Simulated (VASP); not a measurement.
# Pr (Fm-3m) in VASP: notebook, part 2 of 2

VASP 6.6.1. Earlier steps stand in the parts before.

## (4) Single point, r2SCAN

POSCAR

```
Pr
1.0
    0.0000000000      2.6000015600      2.6000015600
    2.6000015600      0.0000000000      2.6000015600
    2.6000015600      2.6000015600      0.0000000000
Pr
1
Direct
    0.0000000000      0.0000000000      0.0000000000
```

INCAR.step1

```
ALGO = Normal ; EDIFF = 1E-5
ENCUT = 800 ; GGA = PE
GGA_COMPAT = F ; ISMEAR = 0
LASPH = T ; LCHARG = F
LMAXMIX = 6 ; LREAL = F
LWAVE = T ; NBANDS = 12
NELM = 200 ; PREC = Accurate
SIGMA = 0.05
```

INCAR.step2

```
ALGO = Normal ; EDIFF = 1E-6
ENCUT = 800 ; GGA_COMPAT = F
ISIF = 2 ; ISMEAR = 0
ISTART = 1 ; LASPH = T
LCHARG = F ; LMAXMIX = 6
LMIXTAU = T ; LREAL = F
LWAVE = F ; METAGGA = R2SCAN
NBANDS = 12 ; NELM = 200
PREC = Accurate ; SIGMA = 0.05
```

KPOINTS

```
k-points
0
Gamma
  4 4 4
```

Potentials or basis: VASP PAW PBE potentials, release 64 (Pr).

The run is started by

```sh
cat potpaw_PBE.64/Pr/POTCAR > POTCAR
cp INCAR.step1 INCAR
mpirun -np 1 vasp_std > vasp.out
cp INCAR.step2 INCAR
mpirun -np 1 vasp_std > vasp.out
```

OUTCAR:

```text
EDIFF = 1E-6
   ENCUT = 800
   ISIF = 2
   ISMEAR = 0
   ISTART = 1
   LASPH = T
   LREAL = F
   METAGGA = R2SCAN
   NELM = 200
   PREC = Accurate

 ion  position               nearest neighbor table
   1  0.000  0.000  0.000-

  LATTYP: Found a face centered cubic cell.
 ALAT       =     5.2000031200

  Lattice vectors:

 A1 = (   0.0000000000,   2.6000015600,   2.6000015600)
 A2 = (   2.6000015600,   0.0000000000,   2.6000015600)
 A3 = (   2.6000015600,   2.6000015600,   0.0000000000)

Analysis of symmetry for initial positions (statically):
=====================================================================
 Subroutine PRICEL returns:
 Original cell was already a primitive cell.

 Routine SETGRP: Setting up the symmetry group for a
 face centered cubic supercell.

 Subroutine GETGRP returns: Found 48 space group operations
 (whereof 48 operations were pure point group operations)
 out of a pool of 48 trial point group operations.

The static configuration has the point symmetry O_h .

Analysis of symmetry for dynamics (positions and initial velocities):
=====================================================================
 Subroutine PRICEL returns:
 Original cell was already a primitive cell.

 Routine SETGRP: Setting up the symmetry group for a
 face centered cubic supercell.

 Subroutine GETGRP returns: Found 48 space group operations
 (whereof 48 operations were pure point group operations)
 out of a pool of 48 trial point group operations.

The dynamic configuration has the point symmetry O_h .

 Subroutine INISYM returns: Found 48 space group operations
 (whereof 48 operations are pure point group operations),
 and found     1 'primitive' translations

----------------------------------------------------------------------------------------

[... 97 lines left out ...]
   LORBIT       =      0    0 simple, 1 ext, 2 COOP (PROOUT), +10 PAW based schemes
   METAGGA = R2SCAN    functional components
   LHFCALC =     F    Hartree Fock is set to
   AEXX    =    0.0000 exact exchange contribution
   IVDW    =     0    specifies the selected vdW correction
   LEPSILON=     F    determine dielectric tensor
   LRPA    =     F    only Hartree local field effects (RPA)
 non-spin polarized calculation
 Gauss-broadening in eV      SIGMA  =   0.05
  energy-cutoff  :      800.00
  volume of cell :       35.15
 maximum number of plane-waves:      1820
 NGX is ok and might be reduce to    36
   NGX = 17   NGY = 17   NGZ = 17

 number of electron      13.0000002 magnetization

 Free energy of the ion-electron system (eV)
  ---------------------------------------------------
  ext. energy  EPLUGINS =         0.00000000
  ---------------------------------------------------
  free energy    TOTEN  =       -29.63460973 eV

  energy without entropy =      -29.61614052  energy(sigma->0) =      -29.62537512

 E-fermi :   5.8397     XC(G=0): -10.6149

 val. band max:        5.8343845548   @ k =   0.5000   0.2500   0.0000
 cond. band min:       5.8787126354   @ k =  -0.2500   0.5000   0.2500
 fundamental gap:      0.0443280806
 Fermi energy:         5.8396814955

 k-point     1 :       0.0000    0.0000    0.0000
  band No.  band energies     occupation
      1     -31.3334      2.00000
      2     -12.2486      2.00000
      3     -12.2486      2.00000
      4     -12.2486      2.00000
      5       2.2966      2.00000
      6       5.4259      2.00000
      7       5.9169      0.02892
      8       5.9172      0.02834
      9       5.9172      0.02834
     10       6.8761      0.00000
     11       6.8763      0.00000
     12       6.8763      0.00000
[... 91 lines left out ...]
 k-point     8 :      -0.2500    0.5000    0.2500
  band No.  band energies     occupation
      1     -31.1171      2.00000
      2     -13.0484      2.00000
      3     -13.0483      2.00000
      4     -12.7039      2.00000
      5       5.0553      2.00000
      6       5.8787      0.26961
      7       5.8789      0.26700
      8       5.9568      0.00093
      9       6.2988      0.00000
     10       6.3690      0.00000
     11       6.4992      0.00000
     12       6.4994      0.00000

------------------------ aborting loop because EDIFF is reached ----------------------------------------

  FORCE on cell =-STRESS in cart. coord.  units (eV):
  Direction    XX          YY          ZZ          XY          YZ          ZX
  --------------------------------------------------------------------------------------
  -------------------------------------------------------------------------------------
  Total       -1.0218560     -1.0218560     -1.0218560     -0.0000000     -0.0000000      0.0000000
  in kB      -46.5746361    -46.5746361    -46.5746361     -0.0000000     -0.0000000      0.0000000
  external PRESSURE =     -46.5746361 kB  Pullay stress =       0.0000000 kB

 VOLUME and BASIS-vectors are now :
 -----------------------------------------------------------------------------
  energy-cutoff  :      800.00
  volume of cell :       35.15
      direct lattice vectors                 reciprocal lattice vectors
     0.000000000  2.600001560  2.600001560    -0.192307577  0.192307577  0.192307577
     2.600001560  0.000000000  2.600001560     0.192307577 -0.192307577  0.192307577
     2.600001560  2.600001560  0.000000000     0.192307577  0.192307577 -0.192307577

 POSITION                                       TOTAL-FORCE (eV/Angst)
 -----------------------------------------------------------------------------------
      0.00000      0.00000      0.00000         0.000000      0.000000      0.000000
 -----------------------------------------------------------------------------------
    total drift:                               -0.000000      0.000000      0.000000

  FREE ENERGIE OF THE ION-ELECTRON SYSTEM (eV)
  ---------------------------------------------------
  free  energy   TOTEN  =       -29.6346097305 eV

  energy  without entropy=      -29.6161405153  energy(sigma->0) =      -29.62537512
```

OUTCAR.step1:

```text
EDIFF = 1E-5
   ENCUT = 800
   GGA = PE
   ISMEAR = 0
   LASPH = T
[... 317 lines left out ...]

 POSITION                                       TOTAL-FORCE (eV/Angst)
 -----------------------------------------------------------------------------------
      0.00000      0.00000      0.00000        -0.000000      0.000000      0.000000
 -----------------------------------------------------------------------------------
    total drift:                                0.000000     -0.000000      0.000000

  FREE ENERGIE OF THE ION-ELECTRON SYSTEM (eV)
  ---------------------------------------------------
  free  energy   TOTEN  =        -4.7481251284 eV

  energy  without entropy=       -4.7272382666  energy(sigma->0) =       -4.73768170
```

OSZICAR.step1:

```text
N       E                     dE             d eps       ncg     rms          rms(c)
DAV:   1     0.129568028478E+03    0.12957E+03   -0.64835E+03   200   0.320E+03
DAV:   2     0.294293388879E+01   -0.12663E+03   -0.12336E+03   268   0.284E+02
DAV:   3    -0.777237014654E+01   -0.10715E+02   -0.10298E+02   296   0.151E+02
DAV:   4    -0.827412741323E+01   -0.50176E+00   -0.49364E+00   364   0.225E+01
DAV:   5    -0.829623675020E+01   -0.22109E-01   -0.22072E-01   360   0.422E+00    0.411E+01
DAV:   6    -0.207755960868E+02   -0.12479E+02   -0.27005E+02   340   0.116E+02    0.389E+01
DAV:   7    -0.456632838147E+01    0.16209E+02   -0.28882E+01   300   0.801E+01    0.479E+00
DAV:   8    -0.472219870995E+01   -0.15587E+00   -0.15860E+00   320   0.914E+00    0.170E+00
DAV:   9    -0.474512150362E+01   -0.22923E-01   -0.13746E-01   344   0.324E+00    0.858E-01
DAV:  10    -0.474844158867E+01   -0.33201E-02   -0.13518E-02   356   0.149E+00    0.613E-01
DAV:  11    -0.474851953371E+01   -0.77945E-04   -0.12159E-02   352   0.122E+00    0.352E-01
DAV:  12    -0.474832369692E+01    0.19584E-03   -0.88698E-03   352   0.106E+00    0.309E-01
DAV:  13    -0.474812820819E+01    0.19549E-03   -0.27019E-03   356   0.581E-01    0.683E-02
DAV:  14    -0.474812963553E+01   -0.14273E-05   -0.17423E-04   292   0.100E-01    0.516E-02
DAV:  15    -0.474812512836E+01    0.45072E-05   -0.36689E-06   172   0.402E-02
   1 F= -.47481251E+01 E0= -.47376817E+01  d E =-.208869E-01
```

It took 2.2 min on 1 thread of Intel Xeon 8259CL, shared host; peak memory 0.23 GiB.

Results:

```yaml
Free_energy: -29.6346 eV
Pressure: -4.7 GPa
Band_gap_on_the_k_mesh: zero (an odd number of electrons rules out a gap without spin polarisation)
```

Caveat: the k points lie up to 0.52 Å⁻¹ apart, too coarse for converged energies and pressures of a metal; the PAW data sets were made with another functional, which shifts forces and pressure a little; spin-orbit coupling is left out, which moves the levels of the heavy elements; semilocal functionals describe open f shells poorly, which spoils levels, moments and volumes. Spin polarisation is off, so any magnetic state and its effect on volume and gap are missing.

## (5) Single point, r2SCAN

POSCAR

```
Pr
1.0
    0.0000000000      2.6000023400      2.6000023400
    2.6000023400      0.0000000000      2.6000023400
    2.6000023400      2.6000023400      0.0000000000
Pr
1
Direct
    0.0000000000      0.0000000000      0.0000000000
```

INCAR.step1

```
SYSTEM = Pr
PREC = Accurate ; ENCUT = 800
ISMEAR = 0 ; SIGMA = 0.05
LREAL = .FALSE. ; LASPH = .TRUE.
NELM = 200 ; NBANDS = 12
GGA = PE ; ALGO = Normal
EDIFF = 1E-5 ; LWAVE = .TRUE.
LCHARG = .FALSE. ; GGA_COMPAT = .FALSE.
LMAXMIX = 6
```

INCAR.step2

```
SYSTEM = Pr
PREC = Accurate ; ENCUT = 800
EDIFF = 1E-6 ; ISMEAR = 0
SIGMA = 0.05 ; LREAL = .FALSE.
LASPH = .TRUE. ; NELM = 200
ALGO = Normal ; ISIF = 2
LWAVE = .FALSE. ; LCHARG = .FALSE.
METAGGA = R2SCAN ; LMIXTAU = .TRUE.
NBANDS = 12 ; ISTART = 1
GGA_COMPAT = .FALSE. ; LMAXMIX = 6
```

KPOINTS

```
Automatic mesh
0
G
  4 4 4
  0 0 0
```

The run is started by

```sh
cat potpaw_PBE.64/Pr/POTCAR > POTCAR
cp INCAR.step1 INCAR
mpirun -np 1 vasp_std > vasp.out
cp INCAR.step2 INCAR
mpirun -np 1 vasp_std > vasp.out
```

Run time: 2.3 min. Hardware: 1 thread of Intel Xeon 8259CL, shared host; peak memory 0.23 GiB.

Results (log left out):

| Quantity | Value |
| --- | --- |
| Free energy | -29.6346 eV |
| Pressure | -4.7 GPa |
| Band gap on the k mesh | zero (an odd number of electrons rules out a gap without spin polarisation) |

Levels at points of the mesh, in eV from the Fermi level:
```tsv
k point	band 4	band 5	band 6	band 7	band 8	band 9
(0.00, 0.00, 0.00)	-18.09	-3.54	-0.41	0.08	0.08	0.08
(0.50, 0.00, 0.00)	-18.24	-1.62	-0.21	0.06	0.31	0.31
(0.50, 0.50, 0.00)	-18.52	-1.87	-1.13	0.12	0.18	0.30
```

Caveat: the k points lie up to 0.52 Å⁻¹ apart, too coarse for converged energies and pressures of a metal; the PAW data sets were made with another functional, which shifts forces and pressure a little; spin-orbit coupling is left out, which moves the levels of the heavy elements; semilocal functionals describe open f shells poorly, which spoils levels, moments and volumes.

## (6) Single point, r2SCAN

POSCAR is that of step 5.

INCAR.step1

```
ALGO     = Normal         # electronic algorithm
EDIFF    = 1E-5           # SCF threshold, eV
ENCUT    = 800            # plane-wave cutoff, eV
GGA      = PE             # functional
GGA_COMPAT= F            
ISMEAR   = 0              # smearing method
LASPH    = T              # aspherical terms in the spheres
LCHARG   = F              # write CHGCAR
LMAXMIX  = 6              # l up to which the mixer works
LREAL    = F              # projectors in reciprocal space
LWAVE    = T              # write WAVECAR
NBANDS   = 12             # bands
NELM     = 200            # most SCF steps
PREC     = Accurate       # precision mode
SIGMA    = 0.05           # smearing width, eV
```

INCAR.step2

```
ALGO     = Normal         # electronic algorithm
EDIFF    = 1E-6           # SCF threshold, eV
ENCUT    = 800            # plane-wave cutoff, eV
GGA_COMPAT= F            
ISIF     = 2              # what is computed and relaxed
ISMEAR   = 0              # smearing method
ISTART   = 1            
LASPH    = T              # aspherical terms in the spheres
LCHARG   = T              # write CHGCAR
LELF     = T              # ELF
LMAXMIX  = 6              # l up to which the mixer works
LMIXTAU  = T            
LREAL    = F              # projectors in reciprocal space
LVHAR    = T            
LWAVE    = F              # write WAVECAR
METAGGA  = R2SCAN         # meta-GGA
NBANDS   = 12             # bands
NELM     = 200            # most SCF steps
PREC     = Accurate       # precision mode
SIGMA    = 0.05           # smearing width, eV
```

KPOINTS

```
k-points
0
Gamma
  4 4 4
```

Potentials or basis: VASP PAW PBE potentials, release 64 (Pr).

The run is started by

```sh
cat potpaw_PBE.64/Pr/POTCAR > POTCAR
cp INCAR.step1 INCAR
mpirun -np 1 vasp_std > vasp.out
cp INCAR.step2 INCAR
mpirun -np 1 vasp_std > vasp.out
```

OUTCAR:

```text
EDIFF = 1E-6
   ENCUT = 800
   ISIF = 2
   ISMEAR = 0
   ISTART = 1
   LASPH = T
   LREAL = F
   METAGGA = R2SCAN
   NELM = 200
   PREC = Accurate

 ion  position               nearest neighbor table
   1  0.000  0.000  0.000-

  LATTYP: Found a face centered cubic cell.
 ALAT       =     5.2000046800

  Lattice vectors:

 A1 = (   0.0000000000,   2.6000023400,   2.6000023400)
 A2 = (   2.6000023400,   0.0000000000,   2.6000023400)
 A3 = (   2.6000023400,   2.6000023400,   0.0000000000)

Analysis of symmetry for initial positions (statically):
=====================================================================
 Subroutine PRICEL returns:
 Original cell was already a primitive cell.

 Routine SETGRP: Setting up the symmetry group for a
 face centered cubic supercell.

 Subroutine GETGRP returns: Found 48 space group operations
 (whereof 48 operations were pure point group operations)
 out of a pool of 48 trial point group operations.

The static configuration has the point symmetry O_h .

Analysis of symmetry for dynamics (positions and initial velocities):
=====================================================================
 Subroutine PRICEL returns:
 Original cell was already a primitive cell.

 Routine SETGRP: Setting up the symmetry group for a
 face centered cubic supercell.

 Subroutine GETGRP returns: Found 48 space group operations
 (whereof 48 operations were pure point group operations)
 out of a pool of 48 trial point group operations.

The dynamic configuration has the point symmetry O_h .

 Subroutine INISYM returns: Found 48 space group operations
 (whereof 48 operations are pure point group operations),
 and found     1 'primitive' translations

----------------------------------------------------------------------------------------

[... 97 lines left out ...]
   LORBIT       =      0    0 simple, 1 ext, 2 COOP (PROOUT), +10 PAW based schemes
   METAGGA = R2SCAN    functional components
   LHFCALC =     F    Hartree Fock is set to
   AEXX    =    0.0000 exact exchange contribution
   IVDW    =     0    specifies the selected vdW correction
   LEPSILON=     F    determine dielectric tensor
   LRPA    =     F    only Hartree local field effects (RPA)
 non-spin polarized calculation
 Gauss-broadening in eV      SIGMA  =   0.05
  energy-cutoff  :      800.00
  volume of cell :       35.15
 maximum number of plane-waves:      1820
 NGX is ok and might be reduce to    36
   NGX = 17   NGY = 17   NGZ = 17

 number of electron      13.0000002 magnetization

 Free energy of the ion-electron system (eV)
  ---------------------------------------------------
  ext. energy  EPLUGINS =         0.00000000
  ---------------------------------------------------
  free energy    TOTEN  =       -29.63460880 eV

  energy without entropy =      -29.61613966  energy(sigma->0) =      -29.62537423

 E-fermi :   5.8397     XC(G=0): -10.6149

 val. band max:        5.8343763170   @ k =   0.5000   0.2500   0.0000
 cond. band min:       5.8787032749   @ k =  -0.2500   0.5000   0.2500
 fundamental gap:      0.0443269579
 Fermi energy:         5.8396724934

 k-point     1 :       0.0000    0.0000    0.0000
  band No.  band energies     occupation
      1     -31.3334      2.00000
      2     -12.2486      2.00000
      3     -12.2486      2.00000
      4     -12.2486      2.00000
      5       2.2966      2.00000
      6       5.4259      2.00000
      7       5.9169      0.02893
      8       5.9172      0.02835
      9       5.9172      0.02835
     10       6.8761      0.00000
     11       6.8763      0.00000
     12       6.8763      0.00000
[... 91 lines left out ...]
 k-point     8 :      -0.2500    0.5000    0.2500
  band No.  band energies     occupation
      1     -31.1171      2.00000
      2     -13.0484      2.00000
      3     -13.0483      2.00000
      4     -12.7039      2.00000
      5       5.0553      2.00000
      6       5.8787      0.26961
      7       5.8789      0.26700
      8       5.9567      0.00093
      9       6.2988      0.00000
     10       6.3690      0.00000
     11       6.4992      0.00000
     12       6.4994      0.00000

------------------------ aborting loop because EDIFF is reached ----------------------------------------

  FORCE on cell =-STRESS in cart. coord.  units (eV):
  Direction    XX          YY          ZZ          XY          YZ          ZX
  --------------------------------------------------------------------------------------
  -------------------------------------------------------------------------------------
  Total       -1.0207723     -1.0207723     -1.0207723      0.0000000      0.0000000      0.0000000
  in kB      -46.5252019    -46.5252019    -46.5252019      0.0000000      0.0000000      0.0000000
  external PRESSURE =     -46.5252019 kB  Pullay stress =       0.0000000 kB

 VOLUME and BASIS-vectors are now :
 -----------------------------------------------------------------------------
  energy-cutoff  :      800.00
  volume of cell :       35.15
      direct lattice vectors                 reciprocal lattice vectors
     0.000000000  2.600002340  2.600002340    -0.192307519  0.192307519  0.192307519
     2.600002340  0.000000000  2.600002340     0.192307519 -0.192307519  0.192307519
     2.600002340  2.600002340  0.000000000     0.192307519  0.192307519 -0.192307519

 POSITION                                       TOTAL-FORCE (eV/Angst)
 -----------------------------------------------------------------------------------
      0.00000      0.00000      0.00000        -0.000000      0.000000     -0.000000
 -----------------------------------------------------------------------------------
    total drift:                               -0.000000      0.000000      0.000000

  FREE ENERGIE OF THE ION-ELECTRON SYSTEM (eV)
  ---------------------------------------------------
  free  energy   TOTEN  =       -29.6346088048 eV

  energy  without entropy=      -29.6161396557  energy(sigma->0) =      -29.62537423
```

OUTCAR.step1:

```text
EDIFF = 1E-5
   ENCUT = 800
   GGA = PE
   ISMEAR = 0
   LASPH = T
[... 317 lines left out ...]

 POSITION                                       TOTAL-FORCE (eV/Angst)
 -----------------------------------------------------------------------------------
      0.00000      0.00000      0.00000         0.000000      0.000000      0.000000
 -----------------------------------------------------------------------------------
    total drift:                               -0.000000      0.000000      0.000000

  FREE ENERGIE OF THE ION-ELECTRON SYSTEM (eV)
  ---------------------------------------------------
  free  energy   TOTEN  =        -4.7481239938 eV

  energy  without entropy=       -4.7272371338  energy(sigma->0) =       -4.73768056
```

Run time: 2.3 min. Hardware: 1 thread of Intel Xeon 8259CL, shared host; peak memory 0.23 GiB.

What came out:

| Property | Result |
| --- | --- |
| Free energy | -29.6346 eV |
| Pressure | -4.7 GPa |
| Band gap on the k mesh | zero (an odd number of electrons rules out a gap without spin polarisation) |

Caveat: the k points lie up to 0.52 Å⁻¹ apart, too coarse for converged energies and pressures of a metal; the PAW data sets were made with another functional, which shifts forces and pressure a little; spin-orbit coupling is left out, which moves the levels of the heavy elements; semilocal functionals describe open f shells poorly, which spoils levels, moments and volumes. Spin polarisation is off, so any magnetic state and its effect on volume and gap are missing.
